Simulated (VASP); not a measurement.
Here is a VASP 6.6.1 calculation.

File POSCAR:

```
Pt
1.0
    0.0000000000      1.9589238156      1.9589238156
    1.9589238156      0.0000000000      1.9589238156
    1.9589238156      1.9589238156      0.0000000000
Pt
1
Direct
    0.0000000000      0.0000000000      0.0000000000
```

File INCAR.step1:

```
SYSTEM = Pt
PREC = Accurate
ENCUT = 550
ISMEAR = 0
SIGMA = 0.1
LREAL = .FALSE.
LASPH = .TRUE.
NELM = 120
NBANDS = 11
GGA = PE
ALGO = Normal
EDIFF = 1E-5
LWAVE = .TRUE.
LCHARG = .FALSE.
GGA_COMPAT = .FALSE.
```

INCAR.step2

```
SYSTEM = Pt
PREC = Accurate
ENCUT = 550
EDIFF = 1E-6
ISMEAR = 0
SIGMA = 0.1
LREAL = .FALSE.
LASPH = .TRUE.
NELM = 120
ALGO = Normal
ISIF = 2
LWAVE = .FALSE.
LCHARG = .TRUE.
METAGGA = R2SCAN
LMIXTAU = .TRUE.
LELF = .TRUE.
LVHAR = .TRUE.
NBANDS = 11
ISTART = 1
GGA_COMPAT = .FALSE.
```

KPOINTS

```
Automatic mesh
0
G
  18 18 18
  0 0 0
```

Potentials or basis: VASP PAW PBE potentials, release 64 (Pt).

Command:

```console
$ cat potpaw_PBE.64/Pt/POTCAR > POTCAR
$ cp INCAR.step1 INCAR
$ mpirun -np 1 vasp_std > vasp.out
$ cp INCAR.step2 INCAR
$ mpirun -np 1 vasp_std > vasp.out
```

Q: Estimate the band gap on the k mesh.

A: Zero (band 5 reaches 11.60 eV, above the bottom of band 6 at 9.21 eV).

Q: What does it give for the pressure?

A: 5.7 GPa.

Caveat: the PAW data sets were made with another functional, which shifts forces and pressure a little; spin-orbit coupling is left out, which moves the levels of the heavy elements.
